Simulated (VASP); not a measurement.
# SiC (P6_3mc) in VASP: a series of runs

Runs on SiC. Level: PBE. Tasks: single point, relaxation of the atoms.

All numbers are computed with VASP 6.6.1; they aren't measurements. Logs are shortened: lines on timing, memory, paths and dates and some standing lists are left out, and cuts for length are marked.

### 1 The cell of the first run

The structure is hexagonal, space group P6_3mc (No. 186). Conventional cell: a = 3.092 Å, b = 3.092 Å, c = 5.074 Å, α = 90.00°, β = 90.00°, γ = 120.00°. Si (site symmetry 3m) has 4 C at 1.89 to 1.91 Å within 2.5 Å. Within 2.5 Å of C (site symmetry 3m) lie 4 Si at 1.89 to 1.91 Å.

### 2 Single point, PBE

The input, INCAR:

```
SYSTEM = SiC
  ALGO = Normal
  EDIFF = 1E-6
  ENCUT = 520
  GGA = PE
  ISIF = 2
  ISMEAR = 0
  LASPH = .True.
  LCHARG = .False.
  LREAL = Auto
  LWAVE = .False.
  NBANDS = 126
  NELM = 100
  PREC = Accurate
  SIGMA = 0.01
```

The input, KPOINTS:

```
k-points
0
Gamma
  2 2 2
  0 0 0
```

The input, POSCAR:

```
SiC
1.0
    3.0919365161      5.3553911397      5.0742922929
   -6.1838730322      0.0000000000      5.0742922929
    3.0919365161     -5.3553911397      5.0742922929
Si C
24 24
Direct
    0.3331939024      0.6665272357      0.4998605691
    0.6665272357      0.9998605691      0.8331939024
    0.4998605691      0.8331939024      0.1665272357
    0.4998605691      0.3331939024      0.6665272357
    0.3331939024      0.1665272357      0.9998605691
    0.6665272357      0.4998605691      0.3331939024
    0.9998605691      0.8331939024      0.6665272357
    0.8331939024      0.6665272357      0.9998605691
    0.1665272357      0.9998605691      0.3331939024
    0.8331939024      0.1665272357      0.4998605691
    0.1665272357      0.4998605691      0.8331939024
    0.9998605691      0.3331939024      0.1665272357
    0.4998605691      0.6665272357      0.8331939024
    0.8331939024      0.9998605691      0.1665272357
    0.6665272357      0.8331939024      0.4998605691
    0.6665272357      0.3331939024      0.9998605691
    0.4998605691      0.1665272357      0.3331939024
    0.8331939024      0.4998605691      0.6665272357
    0.1665272357      0.8331939024      0.9998605691
    0.9998605691      0.6665272357      0.3331939024
    0.3331939024      0.9998605691      0.6665272357
    0.9998605691      0.1665272357      0.8331939024
    0.3331939024      0.4998605691      0.1665272357
    0.1665272357      0.3331939024      0.4998605691
    0.4584727643      0.7918060976      0.6251394309
    0.7918060976      0.1251394309      0.9584727643
    0.6251394309      0.9584727643      0.2918060976
    0.6251394309      0.4584727643      0.7918060976
    0.4584727643      0.2918060976      0.1251394309
    0.7918060976      0.6251394309      0.4584727643
    0.1251394309      0.9584727643      0.7918060976
    0.9584727643      0.7918060976      0.1251394309
    0.2918060976      0.1251394309      0.4584727643
    0.9584727643      0.2918060976      0.6251394309
    0.2918060976      0.6251394309      0.9584727643
    0.1251394309      0.4584727643      0.2918060976
    0.2918060976      0.4584727643      0.6251394309
    0.6251394309      0.7918060976      0.9584727643
    0.4584727643      0.6251394309      0.2918060976
    0.4584727643      0.1251394309      0.7918060976
    0.2918060976      0.9584727643      0.1251394309
    0.6251394309      0.2918060976      0.4584727643
    0.9584727643      0.6251394309      0.7918060976
    0.7918060976      0.4584727643      0.1251394309
    0.1251394309      0.7918060976      0.4584727643
    0.7918060976      0.9584727643      0.6251394309
    0.1251394309      0.2918060976      0.9584727643
    0.9584727643      0.1251394309      0.2918060976
```

Potentials or basis: VASP PAW PBE potentials, release 64 (Si, C).

Run with:

```console
$ cat potpaw_PBE.64/Si/POTCAR potpaw_PBE.64/C/POTCAR > POTCAR
$ mpirun -np 1 vasp_std > vasp.out
```

OUTCAR:

```text
SYSTEM = SiC
   EDIFF = 1E-6
   ENCUT = 520
   GGA = PE
   ISIF = 2
   ISMEAR = 0
   LASPH = .True.
   LREAL = Auto
   NELM = 100
   PREC = Accurate

 ion  position               nearest neighbor table
   1  0.333  0.667  0.500-  37 1.89  45 1.89  39 1.89  25 1.91   4 3.09   7 3.09  11 3.09   6 3.09
                             9 3.09   3 3.09  13 3.10  20 3.10  24 3.10  15 3.10  21 3.10  23 3.10
   2  0.667  1.000  0.833-  40 1.89  38 1.89  46 1.89  26 1.91   4 3.09  10 3.09   5 3.09   3 3.09
                             8 3.09   7 3.09  16 3.10  14 3.10  21 3.10  15 3.10  13 3.10  22 3.10
   3  0.500  0.833  0.167-  38 1.89  41 1.89  39 1.89  27 1.91   6 3.09   5 3.09   8 3.09   2 3.09
                             1 3.09   9 3.09  23 3.10  17 3.10  14 3.10  13 3.10  19 3.10  15 3.10
   4  0.500  0.333  0.667-  42 1.89  37 1.89  40 1.89  28 1.91   2 3.09   1 3.09  10 3.09   6 3.09
                             5 3.09  11 3.09  21 3.10  13 3.10  18 3.10  17 3.10  16 3.10  24 3.10
   5  0.333  0.167  1.000-  41 1.89  47 1.89  40 1.89  29 1.91   3 3.09   9 3.09  12 3.09   2 3.09
                            11 3.09   4 3.09  17 3.10  22 3.10  19 3.10  16 3.10  23 3.10  21 3.10
   6  0.667  0.500  0.333-  39 1.89  42 1.89  44 1.89  30 1.91   3 3.09   8 3.09   1 3.09   4 3.09
                            10 3.09  12 3.09  15 3.10  18 3.10  23 3.10  16 3.10  17 3.10  20 3.10
   7  1.000  0.833  0.667-  45 1.89  46 1.89  43 1.89  31 1.91  11 3.09  10 3.09   1 3.09   9 3.09
                             8 3.09   2 3.09  18 3.10  22 3.10  21 3.10  20 3.10  19 3.10  15 3.10
   8  0.833  0.667  1.000-  44 1.89  38 1.89  43 1.89  32 1.91  12 3.09   6 3.09   3 3.09  11 3.09
                             2 3.09   7 3.09  13 3.10  20 3.10  16 3.10  19 3.10  14 3.10  18 3.10
   9  0.167  1.000  0.333-  48 1.89  45 1.89  41 1.89  33 1.91  12 3.09   5 3.09  10 3.09   7 3.09
[... 53 lines left out ...]
  47  0.125  0.292  0.958-  12 1.89   5 1.89  11 1.89  22 1.91
  48  0.958  0.125  0.292-   9 1.89  12 1.89  10 1.89  14 1.91

  LATTYP: Found a trigonal (rhomboedric) cell.
 ALAT       =     7.9992954660
 COS(alpha) =     0.1035854227

  Lattice vectors:

 A1 = (   3.0919365161,   5.3553911397,   5.0742922929)
 A2 = (  -6.1838730322,   0.0000000000,   5.0742922929)
 A3 = (   3.0919365161,  -5.3553911397,   5.0742922929)

Analysis of symmetry for initial positions (statically):
=====================================================================
 Subroutine PRICEL returns following result:

  LATTYP: Found a hexagonal cell.
 ALAT       =     3.0919365167
 C/A-ratio  =     1.6411372826

  Lattice vectors:

 A1 = (   3.0919365167,   0.0000000000,   0.0000000000)
 A2 = (  -1.5459682574,   2.6776955699,   0.0000000000)
 A3 = (   0.0000000012,   0.0000000000,   5.0742922929)

  12 primitive cells build up your supercell.

 Routine SETGRP: Setting up the symmetry group for a
 trigonal (rhombohedral) supercell.

 Subroutine GETGRP returns: Found  6 space group operations
 (whereof  3 operations were pure point group operations)
 out of a pool of 12 trial point group operations.

The static configuration has the point symmetry C_3 .
 The point group associated with its full space group is C_3v.

Analysis of symmetry for dynamics (positions and initial velocities):
=====================================================================
 Subroutine PRICEL returns following result:

  LATTYP: Found a hexagonal cell.
 ALAT       =     3.0919365167
 C/A-ratio  =     1.6411372826

  Lattice vectors:

 A1 = (   3.0919365167,   0.0000000000,   0.0000000000)
 A2 = (  -1.5459682574,   2.6776955699,   0.0000000000)
 A3 = (   0.0000000012,   0.0000000000,   5.0742922929)

  12 primitive cells build up your supercell.

 Routine SETGRP: Setting up the symmetry group for a
 trigonal (rhombohedral) supercell.

 Subroutine GETGRP returns: Found  6 space group operations
 (whereof  3 operations were pure point group operations)
 out of a pool of 12 trial point group operations.

[... 49 lines left out ...]
   PSTRESS=    0.0 pullay stress
   NELECT =     192.0000    total number of electrons
   NUPDOWN=      -1.0000    fix difference up-down
   EMIN   =  10.00;   EMAX   =-10.00  energy-range for DOS
   EFERMI =   0.00;   METHOD = LEGACY
   ISMEAR =     0;   SIGMA  =   0.01  broadening in eV -4-tet -1-fermi 0-gaus
   EFERMI_NEDOS =   21; number of points for ismear=-14 and -15
   IALGO  =     38    algorithm
   IMIX   =      4    mixing-type and parameters
     AMIX     =   0.40;   BMIX     =  1.00
     AMIX_MAG =   1.60;   BMIX_MAG =  1.00
  volume/ion in A,a.u.               =      10.50        70.88
  Fermi-wavevector in a.u.,A,eV,Ry     =   1.186658  2.242459 19.159157  1.408158
  Thomas-Fermi vector in A             =   2.322826
   LORBIT       =      0    0 simple, 1 ext, 2 COOP (PROOUT), +10 PAW based schemes
   GGA     = PE    functional components
   LHFCALC =     F    Hartree Fock is set to
   AEXX    =    0.0000 exact exchange contribution
   IVDW    =     0    specifies the selected vdW correction
   LEPSILON=     F    determine dielectric tensor
   LRPA    =     F    only Hartree local field effects (RPA)
 non-spin polarized calculation
 Gauss-broadening in eV      SIGMA  =   0.01
  energy-cutoff  :      520.00
  volume of cell :      504.14
 maximum number of plane-waves:     13596
 NGX is ok and might be reduce to    60
   NGX = 29   NGY = 29   NGZ = 29

 number of electron     191.9999977 magnetization

 Free energy of the ion-electron system (eV)
  ---------------------------------------------------
  ext. energy  EPLUGINS =         0.00000000
  ---------------------------------------------------
  free energy    TOTEN  =      -361.34291434 eV

  energy without entropy =     -361.34291434  energy(sigma->0) =     -361.34291434

 E-fermi :   8.1365     XC(G=0): -11.2827

 val. band max:        8.0837248863   @ k =   0.0000   0.0000   0.0000
 cond. band min:      10.8352442559   @ k =   0.0000   0.0000   0.0000
 fundamental gap:      2.7515193696
 Fermi energy:         8.1365440636

 k-point     1 :       0.0000    0.0000    0.0000
  band No.  band energies     occupation
      1      -7.3617      2.00000
      2      -5.4609      2.00000
      3      -5.4609      2.00000
      4      -5.4609      2.00000
      5      -5.4609      2.00000
      6      -5.4609      2.00000
[... 433 lines left out ...]
    107      13.2736      0.00000
    108      13.2736      0.00000
 [bands above 108 left out]

------------------------ aborting loop because EDIFF is reached ----------------------------------------

  FORCE on cell =-STRESS in cart. coord.  units (eV):
  Direction    XX          YY          ZZ          XY          YZ          ZX
  --------------------------------------------------------------------------------------
  -------------------------------------------------------------------------------------
  Total        0.0818423      0.0818423     -0.2336967      0.0000000      0.0000000     -0.0000000
  in kB        0.2600998      0.2600998     -0.7427020      0.0000000      0.0000000     -0.0000000
  external PRESSURE =      -0.0741675 kB  Pullay stress =       0.0000000 kB

 VOLUME and BASIS-vectors are now :
 -----------------------------------------------------------------------------
  energy-cutoff  :      520.00
  volume of cell :      504.14
      direct lattice vectors                 reciprocal lattice vectors
     3.091936516  5.355391140  5.074292293     0.053903651  0.093363862  0.065690606
    -6.183873032  0.000000000  5.074292293    -0.107807302  0.000000000  0.065690606
     3.091936516 -5.355391140  5.074292293     0.053903651 -0.093363862  0.065690606

 POSITION                                       TOTAL-FORCE (eV/Angst)
 -----------------------------------------------------------------------------------
     -1.54597     -0.89257      7.60932         0.000000      0.000000      0.005287
     -1.54597     -0.89257     12.68361         0.000000      0.000000      0.005287
     -3.09194      1.78513      7.60932         0.000000      0.000000      0.005287
      1.54597     -0.89257      7.60932         0.000000      0.000000      0.005287
      3.09194     -3.57026      7.60932         0.000000      0.000000      0.005287
     -0.00000      1.78513      7.60932         0.000000      0.000000      0.005287
[... 40 lines left out ...]
      1.54597     -4.46283      6.97927         0.000000      0.000000     -0.005287
      3.09194      3.57026      6.97927         0.000000      0.000000     -0.005287
 -----------------------------------------------------------------------------------
    total drift:                               -0.000001      0.000001     -0.241968

  FREE ENERGIE OF THE ION-ELECTRON SYSTEM (eV)
  ---------------------------------------------------
  free  energy   TOTEN  =      -361.3429143446 eV

  energy  without entropy=     -361.3429143446  energy(sigma->0) =     -361.34291434
```

Wall time 4 min (1 thread of Intel Xeon Platinum 8488C (Sapphire Rapids), shared host); peak memory 0.55 GiB.

What came out:

* Free energy: -361.3429 eV
* Pressure: 0.0 GPa
* Largest force: 0.005 eV/Å
* Band gap on the k mesh: 2.75 eV

Forces in eV/Å, atoms in the order of the input:
```
Si   0.000  0.000  0.005
Si   0.000  0.000  0.005
Si   0.000  0.000  0.005
Si   0.000  0.000  0.005
Si   0.000  0.000  0.005
Si   0.000  0.000  0.005
Si   0.000  0.000  0.005
Si   0.000  0.000  0.005
Si   0.000  0.000  0.005
Si   0.000  0.000  0.005
Si   0.000  0.000  0.005
Si   0.000  0.000  0.005
Si   0.000  0.000  0.005
Si   0.000  0.000  0.005
Si   0.000  0.000  0.005
Si   0.000  0.000  0.005
Si   0.000  0.000  0.005
Si   0.000  0.000  0.005
Si   0.000  0.000  0.005
Si   0.000  0.000  0.005
Si   0.000  0.000  0.005
Si   0.000  0.000  0.005
Si   0.000  0.000  0.005
Si   0.000  0.000  0.005
C    0.000  0.000 -0.005
C    0.000  0.000 -0.005
C    0.000  0.000 -0.005
C    0.000  0.000 -0.005
C    0.000  0.000 -0.005
C    0.000  0.000 -0.005
C    0.000  0.000 -0.005
C    0.000  0.000 -0.005
C    0.000  0.000 -0.005
C    0.000  0.000 -0.005
C    0.000  0.000 -0.005
C    0.000  0.000 -0.005
C    0.000  0.000 -0.005
C    0.000  0.000 -0.005
C    0.000  0.000 -0.005
C    0.000  0.000 -0.005
C    0.000  0.000 -0.005
C    0.000  0.000 -0.005
C    0.000  0.000 -0.005
C    0.000  0.000 -0.005
C    0.000  0.000 -0.005
C    0.000  0.000 -0.005
C    0.000  0.000 -0.005
C    0.000  0.000 -0.005
```

A k mesh can miss the band edges.

### 3 Relaxation of the atoms, PBE (strain along c alone, the other axes held: +4.0 %)

The input, INCAR:

```
  PREC = Accurate
  ENCUT = 520
  EDIFF = 1E-6
  ISMEAR = 0
  SIGMA = 0.02
  LREAL = False
  LASPH = True
  NELM = 100
  ALGO = Normal
  ISIF = 2
  LWAVE = False
  LCHARG = False
  GGA = PE
  IBRION = 2
  NSW = 60
  EDIFFG = -0.008
```

The input, KPOINTS:

```
regular mesh
0
Gamma
  12 12 6
```

The input, POSCAR:

```
SiC
1.0
    3.0919365178      0.0000000000      0.0000000000
   -1.5459682589      2.6776955713      0.0000000000
    0.0000000000      0.0000000000      5.2772639805
Si C
2 2
Direct
    0.3333333333      0.6666666667      0.5003980836
    0.6666666667      0.3333333333      1.0003980836
    0.3333333333      0.6666666667      0.8746019164
    0.6666666667      0.3333333333      0.3746019164
```

Potentials or basis: VASP PAW PBE potentials, release 64 (Si, C).

Run with:

```console
$ cat potpaw_PBE.64/Si/POTCAR potpaw_PBE.64/C/POTCAR > POTCAR
$ mpirun -np 1 vasp_std > vasp.out
```

It took 34 s on 1 thread of Intel Xeon Platinum 8488C (Sapphire Rapids), shared host; peak memory 0.17 GiB.

Results (log left out):

```
Free energy               : -30.0054 eV
Energy gained by relaxing : 0.1 meV/atom
Ionic steps               : 3
Pressure after relaxing   : -7.5 GPa
Band gap on the k mesh    : 2.13 eV (least direct gap 4.17 eV)
```

Stress tensor (GPa, compression positive):
```
 -1.51   0.00   0.00
  0.00  -1.51   0.00
  0.00   0.00 -19.35
```

Step by step:
```tsv
step	energy change (eV)	largest force (eV/Å)	pressure (GPa)
1	0.0000	0.0654	-7.38
2	-0.0002	0.0262	-7.48
3	-0.0003	0.0006	-7.45
```

Final structure:
```cif
data_structure
_symmetry_space_group_name_H-M 'P 1'
_symmetry_Int_Tables_number 1
_cell_length_a 3.0919
_cell_length_b 3.0919
_cell_length_c 5.2773
_cell_angle_alpha 90.000
_cell_angle_beta 90.000
_cell_angle_gamma 120.000
_cell_volume 43.69
loop_
_atom_site_label
_atom_site_type_symbol
_atom_site_fract_x
_atom_site_fract_y
_atom_site_fract_z
_atom_site_occupancy
Si1 Si 0.33333 0.66667 0.50082 1
Si2 Si 0.66667 0.33333 0.00082 1
C1 C 0.33333 0.66667 0.87418 1
C2 C 0.66667 0.33333 0.37418 1
```

Levels at points of the mesh, in eV from the valence-band top:
| k point | band 5 | band 6 | band 7 | band 8 | band 9 | band 10 | band 11 | band 12 |
| --- | --- | --- | --- | --- | --- | --- | --- | --- |
| (0.00, 0.00, 0.00) | -1.12 | -0.42 | 0.00 | 0.00 | 4.87 | 4.88 | 6.58 | 6.58 |
| (0.50, 0.00, 0.00) | -5.29 | -3.22 | -3.08 | -1.27 | 2.90 | 3.84 | 6.35 | 6.95 |
| (0.00, 0.00, 0.50) | -0.60 | -0.60 | -0.60 | -0.60 | 5.81 | 5.81 | 7.25 | 7.25 |
| (0.50, 0.00, 0.50) | -2.53 | -2.53 | -2.32 | -2.32 | 2.94 | 2.94 | 4.88 | 4.88 |

Caveat: the cell differs from its parent crystal (strain along c alone, the other axes held: +4.0 %). A k mesh can miss the band edges.

### 4 Relaxation of the atoms, PBE (strain along c alone, the other axes held: +6.0 %)

The input, INCAR:

```
PREC = Accurate
ENCUT = 520
EDIFF = 1E-6
ISMEAR = 0
SIGMA = 0.02
LREAL = F
LASPH = T
NELM = 100
ALGO = Normal
ISIF = 2
LWAVE = F
LCHARG = F
GGA = PE
IBRION = 2
NSW = 60
EDIFFG = -0.008
```

The input, KPOINTS:

```
Automatic mesh
0
Gamma
  12 12 6
```

The input, POSCAR:

```
SiC
1.0
    3.0919365178      0.0000000000      0.0000000000
   -1.5459682589      2.6776955713      0.0000000000
    0.0000000000      0.0000000000      5.3787498263
Si C
2 2
Direct
    0.3333333333      0.6666666667      0.5008272805
    0.6666666667      0.3333333333      1.0008272805
    0.3333333333      0.6666666667      0.8741727195
    0.6666666667      0.3333333333      0.3741727195
```

Run with:

```console
$ cat potpaw_PBE.64/Si/POTCAR potpaw_PBE.64/C/POTCAR > POTCAR
$ mpirun -np 1 vasp_std > vasp.out
```

Run time: 18 s. Hardware: 1 thread of Intel Xeon Platinum 8488C (Sapphire Rapids), shared host; peak memory 0.17 GiB.

The run converged. Its results:

```
Free energy                  : -29.8828 eV
Pressure after relaxing      : -10.4 GPa
Largest force after relaxing : 0.006 eV/Å
Band gap on the k mesh       : 2.10 eV (least direct gap 4.28 eV)
```

Forces on the atoms (eV/Å):
```
Si   0.000  0.000  0.006
Si   0.000  0.000  0.006
C    0.000  0.000 -0.006
C    0.000  0.000 -0.006
```

Stress tensor (GPa, compression positive):
```
 -1.91   0.00   0.00
  0.00  -1.91   0.00
  0.00   0.00 -27.27
```

Final structure:
```
Si C
1.0
     3.09194    0.00000    0.00000
    -1.54597    2.67770    0.00000
     0.00000    0.00000    5.37875
Si C
2 2
Direct
  0.33333 0.66667 0.50083
  0.66667 0.33333 0.00083
  0.33333 0.66667 0.87417
  0.66667 0.33333 0.37417
```

Levels at points of the mesh, in eV from the valence-band top:
| k point | band 4 | band 5 | band 6 | band 7 | band 8 | band 9 | band 10 | band 11 | band 12 |
| --- | --- | --- | --- | --- | --- | --- | --- | --- | --- |
| (0.00, 0.00, 0.00) | -1.03 | -1.03 | -0.52 | 0.00 | 0.00 | 4.28 | 4.98 | 6.60 | 6.60 |
| (0.50, 0.00, 0.00) | -6.51 | -5.21 | -3.16 | -2.98 | -1.31 | 2.97 | 3.70 | 6.10 | 6.94 |
| (0.00, 0.00, 0.50) | -4.84 | -0.55 | -0.55 | -0.55 | -0.55 | 5.83 | 5.83 | 7.25 | 7.25 |
| (0.50, 0.00, 0.50) | -8.02 | -2.59 | -2.59 | -2.27 | -2.27 | 2.78 | 2.78 | 4.76 | 4.76 |

Caveat: the cell differs from its parent crystal (strain along c alone, the other axes held: +6.0 %); the relaxation stopped at its first step, so nothing moved. A k mesh can miss the band edges.

### 5 Summary

```tsv
task	cell	k mesh	smearing	gap on the mesh (eV)	pressure (GPa)	largest force (eV/Å)
single point	a = 7.999 Å, angles 84.1°, 48 atoms, atomic positions A	2 × 2 × 2	gaussian 0.01 eV	2.75	0.0	0.01
relaxation of the atoms	atoms relaxed from a = 3.092, b = 3.092, c = 5.277 Å, angles 90.0, 90.0, 120.0°, 4 atoms, atomic positions B	12 × 12 × 6	gaussian 0.02 eV	2.13	-7.5	-
relaxation of the atoms	atoms relaxed from a = 3.092, b = 3.092, c = 5.379 Å, angles 90.0, 90.0, 120.0°, 4 atoms, atomic positions B	12 × 12 × 6	gaussian 0.02 eV	2.10	-10.4	0.01
```

Alike in all rows: level PBE; potentials or basis VASP PAW PBE potentials, release 64 (Si, C); no spin polarisation; cutoff (eV) 520.

Caveats: the relaxation stopped at its first step, so nothing moved (at least some runs).

Total energies depend on the potentials used, so only differences within one code and one set of settings carry meaning.
